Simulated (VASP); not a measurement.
# HgTe (Fm-3m) in VASP: notebook, part 2 of 2

VASP 6.6.1.

**6. Single point, PBE, collinear spin, ferromagnetic start**

INCAR reads:

```
SYSTEM = HgTe
ALGO = Normal ; EDIFF = 1E-7
ENCUT = 520 ; GGA = PE
ISIF = 2 ; ISMEAR = 1
ISPIN = 2 ; LASPH = .True.
LCHARG = .False. ; LORBIT = 11
LREAL = .False. ; LWAVE = .False.
MAGMOM = -0.1 0 ; NBANDS = 20
NELM = 150 ; PREC = Accurate
SIGMA = 0.06802846561497
```

KPOINTS reads:

```
k-points
0
Gamma
  4 4 4
  0 0 0
```

POSCAR reads:

```
HgTe
1.0
    0.0000000000      3.0771170000      3.0771170000
    3.0771170000      0.0000000000      3.0771170000
    3.0771170000      3.0771170000      0.0000000000
Hg Te
1 1
Direct
    0.7910000000      0.8740000000      0.5130000000
    1.2910000000      1.3740000000      1.0130000000
```

Potentials or basis: VASP PAW PBE potentials, release 64 (Hg, Te).

Run with:

```console
$ cat potpaw_PBE.64/Hg/POTCAR potpaw_PBE.64/Te/POTCAR > POTCAR
$ mpirun -np 1 vasp_std > vasp.out
```

OUTCAR:

```text
SYSTEM = HgTe
   EDIFF = 1E-7
   ENCUT = 520
   GGA = PE
   ISIF = 2
   ISMEAR = 1
   ISPIN = 2
   LASPH = .True.
   LORBIT = 11
   LREAL = .False.
   NELM = 150
   PREC = Accurate

 ion  position               nearest neighbor table
   1  0.791  0.874  0.513-   2 3.08   2 3.08   2 3.08   2 3.08   2 3.08   2 3.08
   2  0.291  0.374  0.013-   1 3.08   1 3.08   1 3.08   1 3.08   1 3.08   1 3.08

  LATTYP: Found a face centered cubic cell.
 ALAT       =     6.1542340000

  Lattice vectors:

 A1 = (   0.0000000000,   3.0771170000,   3.0771170000)
 A2 = (   3.0771170000,   0.0000000000,   3.0771170000)
 A3 = (   3.0771170000,   3.0771170000,   0.0000000000)

Analysis of symmetry for initial positions (statically):
=====================================================================
 Subroutine PRICEL returns:
 Original cell was already a primitive cell.

 Routine SETGRP: Setting up the symmetry group for a
 face centered cubic supercell.

 Subroutine GETGRP returns: Found 48 space group operations
 (whereof  1 operations were pure point group operations)
 out of a pool of 48 trial point group operations.

The static configuration has the point symmetry C_1 .
 The point group associated with its full space group is O_h .

Analysis of symmetry for dynamics (positions and initial velocities):
=====================================================================
 Subroutine PRICEL returns:
 Original cell was already a primitive cell.

 Routine SETGRP: Setting up the symmetry group for a
 face centered cubic supercell.

 Subroutine GETGRP returns: Found 48 space group operations
 (whereof  1 operations were pure point group operations)
 out of a pool of 48 trial point group operations.

The dynamic configuration has the point symmetry C_1 .
 The point group associated with its full space group is O_h .

Analysis of structural, dynamic, and magnetic symmetry:
=====================================================================
 Subroutine PRICEL returns:
 Original cell was already a primitive cell.

 Routine SETGRP: Setting up the symmetry group for a
 face centered cubic supercell.

 Subroutine GETGRP returns: Found 48 space group operations
 (whereof  1 operations were pure point group operations)
 out of a pool of 48 trial point group operations.

The overall configuration has the point symmetry C_1 .
 The point group associated with its full space group is O_h .

 Subroutine INISYM returns: Found 48 space group operations
 (whereof  1 operations are pure point group operations),
 and found     1 'primitive' translations

----------------------------------------------------------------------------------------

                                     Primitive cell

  volume of cell :      58.2723

  direct lattice vectors                    reciprocal lattice vectors
     0.000000000  3.077117000  3.077117000    -0.162489759  0.162489759  0.162489759
     3.077117000  0.000000000  3.077117000     0.162489759 -0.162489759  0.162489759
     3.077117000  3.077117000  0.000000000     0.162489759  0.162489759 -0.162489759

  length of vectors
     4.351700594  4.351700594  4.351700594     0.281440518  0.281440518  0.281440518

  position of ions in fractional coordinates (direct lattice)
     0.791000000  0.874000000  0.513000000
     0.291000000  0.374000000  0.013000000

  ion indices of the primitive-cell ions
   primitive index   ion index
                 1           1
                 2           2

[... 54 lines left out ...]
   EDIFF  = 0.1E-06   stopping-criterion for ELM
   LREAL  =      F    real-space projection
   EDIFFG = 0.1E-05   stopping-criterion for IOM
   NSW    =      0    number of steps for IOM
   IBRION =     -1    ionic relax: 0-MD 1-quasi-New 2-CG
   NFREE  =      0    steps in history (QN), initial steepest desc. (CG)
   ISIF   =      2    stress and relaxation
   ISYM   =      2    0-nonsym 1-usesym 2-fastsym
   POTIM  = 0.5000    time-step for ionic-motion
   TEBEG  =    0.0;   TEEND  =   0.0 temperature during run
   PSTRESS=    0.0 pullay stress
   NELECT =      18.0000    total number of electrons
   NUPDOWN=      -1.0000    fix difference up-down
   EMIN   =  10.00;   EMAX   =-10.00  energy-range for DOS
   EFERMI =   0.00;   METHOD = LEGACY
   ISMEAR =     1;   SIGMA  =   0.07  broadening in eV -4-tet -1-fermi 0-gaus
   EFERMI_NEDOS =   21; number of points for ismear=-14 and -15
   IALGO  =     38    algorithm
   IMIX   =      4    mixing-type and parameters
     AMIX     =   0.40;   BMIX     =  1.00
     AMIX_MAG =   1.60;   BMIX_MAG =  1.00
  volume/ion in A,a.u.               =      29.14       196.62
  Fermi-wavevector in a.u.,A,eV,Ry     =   1.106653  2.091272 16.662809  1.224682
  Thomas-Fermi vector in A             =   2.243157
   LORBIT       =     11    0 simple, 1 ext, 2 COOP (PROOUT), +10 PAW based schemes
   GGA     = PE    functional components
   LHFCALC =     F    Hartree Fock is set to
   AEXX    =    0.0000 exact exchange contribution
   IVDW    =     0    specifies the selected vdW correction
   LEPSILON=     F    determine dielectric tensor
   LRPA    =     F    only Hartree local field effects (RPA)
 spin polarized calculation
 Methfessel and Paxton  Order N= 1 SIGMA  =   0.07
  energy-cutoff  :      520.00
  volume of cell :       58.27
 maximum number of plane-waves:      1588
   NGX = 17   NGY = 17   NGZ = 17

 number of electron      17.9999999 magnetization       0.0018849

 number of electron      17.9999999 magnetization      -0.0048966

 Free energy of the ion-electron system (eV)
  ---------------------------------------------------
  ext. energy  EPLUGINS =         0.00000000
  ---------------------------------------------------
  free energy    TOTEN  =        -3.16229815 eV

  energy without entropy =       -3.16322653  energy(sigma->0) =       -3.16260761

 E-fermi :   4.4508     XC(G=0):  -9.7233

 val. band max:        4.4438221646   @ k =   0.5000   0.0000   0.0000
 cond. band min:       4.5350338605   @ k =   0.5000   0.2500   0.0000
 fundamental gap:      0.0912116958
 Fermi energy:         4.4508338535

 spin component 1

 k-point     1 :       0.0000    0.0000    0.0000
  band No.  band energies     occupation
      1      -7.6375      1.00000
      2      -2.5887      1.00000
      3      -2.5887      1.00000
      4      -2.5414      1.00000
      5      -2.5414      1.00000
      6      -2.5414      1.00000
[... 160 lines left out ...]
      6      -1.8901      1.00000
[... 12 lines left out ...]
     19      18.4130      0.00000
     20      18.4925      0.00000
 Fermi energy:         4.4508338535

 spin component 2

 k-point     1 :       0.0000    0.0000    0.0000
  band No.  band energies     occupation
      1      -7.6401      1.00000
      2      -2.5891      1.00000
      3      -2.5891      1.00000
      4      -2.5414      1.00000
      5      -2.5414      1.00000
      6      -2.5414      1.00000
[... 173 lines left out ...]
     19      18.4119      0.00000
     20      18.4907      0.00000

------------------------ aborting loop because EDIFF is reached ----------------------------------------

  FORCE on cell =-STRESS in cart. coord.  units (eV):
  Direction    XX          YY          ZZ          XY          YZ          ZX
  --------------------------------------------------------------------------------------
  -------------------------------------------------------------------------------------
  Total        0.4412791      0.4412791      0.4412791      0.0000000     -0.0000000      0.0000000
  in kB       12.1328244     12.1328244     12.1328244      0.0000000     -0.0000000      0.0000000
  external PRESSURE =      12.1328244 kB  Pullay stress =       0.0000000 kB

 VOLUME and BASIS-vectors are now :
 -----------------------------------------------------------------------------
  energy-cutoff  :      520.00
  volume of cell :       58.27
      direct lattice vectors                 reciprocal lattice vectors
     0.000000000  3.077117000  3.077117000    -0.162489759  0.162489759  0.162489759
     3.077117000  0.000000000  3.077117000     0.162489759 -0.162489759  0.162489759
     3.077117000  3.077117000  0.000000000     0.162489759  0.162489759 -0.162489759

 POSITION                                       TOTAL-FORCE (eV/Angst)
 -----------------------------------------------------------------------------------
      4.26796      4.01256      5.12340         0.000000      0.000000      0.000000
      1.19084      0.93544      2.04628        -0.000000      0.000000      0.000000
 -----------------------------------------------------------------------------------
    total drift:                                0.000001     -0.000002      0.000001

  FREE ENERGIE OF THE ION-ELECTRON SYSTEM (eV)
  ---------------------------------------------------
  free  energy   TOTEN  =        -3.1622981537 eV

  energy  without entropy=       -3.1632265335  energy(sigma->0) =       -3.16260761

 total charge

# of ion       s       p       d       tot
------------------------------------------
    1        0.729   0.282   9.371  10.383
    2        1.389   1.933   0.024   3.346
--------------------------------------------------
tot          2.118   2.215   9.396  13.729

 magnetization (x)

# of ion       s       p       d       tot
------------------------------------------
    1        0.000   0.000  -0.001  -0.000
    2       -0.000  -0.003   0.000  -0.003
--------------------------------------------------
tot          0.000  -0.003  -0.001  -0.003
```

stdout:

```text
POSCAR found type information on POSCAR HgTe
 POSCAR found :  2 types and       2 ions
 scaLAPACK will be used
 LDA part: xc-table for (Slater+PW92), standard interpolation
 POSCAR, INCAR and KPOINTS ok, starting setup
 FFT: planning ... GRIDC
 FFT: planning ... GRID_SOFT
 FFT: planning ... GRID
 WAVECAR not read
 entering main loop
```

Run time: 19 s. Hardware: 1 thread of Intel Xeon Platinum 8259CL at 2.50GHz (Skylake/Cascade Lake), shared host; peak memory 0.2 GiB.

Results:

- Free energy: -3.1623 eV
- Pressure: 1.2 GPa
- Band gap on the k mesh: zero (filled and empty bands overlap)
- Net moment: 0.00 μB per cell
- Valence electrons inside the program's atomic spheres: Hg 10.38; Te 3.35

Caveat: the k points lie up to 0.44 Å⁻¹ apart; spin-orbit coupling is left out, which moves the levels of the heavy elements.

**7. Overview**

| spin | cell | k mesh | smearing | gap on the mesh (eV) | pressure (GPa) | moment (μB) |
| --- | --- | --- | --- | --- | --- | --- |
| off | a = 4.559 Å, angles 60.0°, 2 atoms | 4 × 4 × 4 | gaussian 0.1 eV | none | -3.7 | - |
| collinear, ferromagnetic start | a = 4.352 Å, angles 60.0°, 2 atoms | 2 × 2 × 2 | gaussian 0.1 eV | none | 5.9 | 1.00 |
| collinear, ferromagnetic start | a = 4.352 Å, angles 60.0°, 2 atoms | 4 × 4 × 4 | methfessel-paxton 0.0680285 eV | none | 1.2 | 0.00 |

Alike in all rows: task single point; level PBE; potentials or basis VASP PAW PBE potentials, release 64 (Hg, Te); cutoff (eV) 520.

Caveats: all runs use coarse meshes; spin-orbit coupling is left out, which moves the levels of the heavy elements.

Absolute energies hang on the potentials; compare differences alone.
